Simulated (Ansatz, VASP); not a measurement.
CoO: VASP beside Ansatz

```xyz
4
Lattice="3.1976 0.0000 0.0000 -1.5988 2.7692 0.0000 0.0000 0.0000 5.2287" Properties=species:S:1:pos:R:3 pbc="T T T"
Co    0.0000    0.0000    0.0182
Co    0.0000    1.8462    2.6319
O     0.0000    0.0000    1.9430
O     0.0000    1.8462    4.5571
```

Alike in both runs: task single point; functional PBEsol; k mesh 12 × 12 × 6; occupations gaussian, width 0.1 eV; collinear spin.

|  | VASP | Ansatz |
| --- | --- | --- |
| version | VASP 6.6.1 | Ansatz 0.2.0 |
| potentials or method | VASP PAW PBE potentials, release 64 (Co, O), cutoff 520 eV | scalar-relativistic, plane waves, PAW |
| valence electrons in the cell | 30 | 46 |

```csv
,VASP,Ansatz,Ansatz less VASP
gap on the k mesh at the Fermi level (eV),none,none,-
pressure (GPa),-10.0,-9.8,+0.20
"traceless stress, the component that is largest in VASP (GPa)",1.20,1.25,+0.051
rms of the force components (eV/Å),0.062,0.065,+0.0028
net moment per atom (μB),0.00,0.00,0.000
size of the moment on the site where the two differ most (μB),2.24,2.09,-0.148
```

VASP's potentials were made for PBE, not for PBEsol. Site moments also hang on the region over which each program counts them. Atom by atom the forces differ by 0.003 eV/Å (rms over components). A gap of «none» marks a metal or a gap that the smearing closes. The functional is the same, so the differences come from potentials, cutoffs and numerics. VASP's potentials hold 30 valence electrons a cell and Ansatz's 46, so a difference there can come from the potentials and not from the codes.
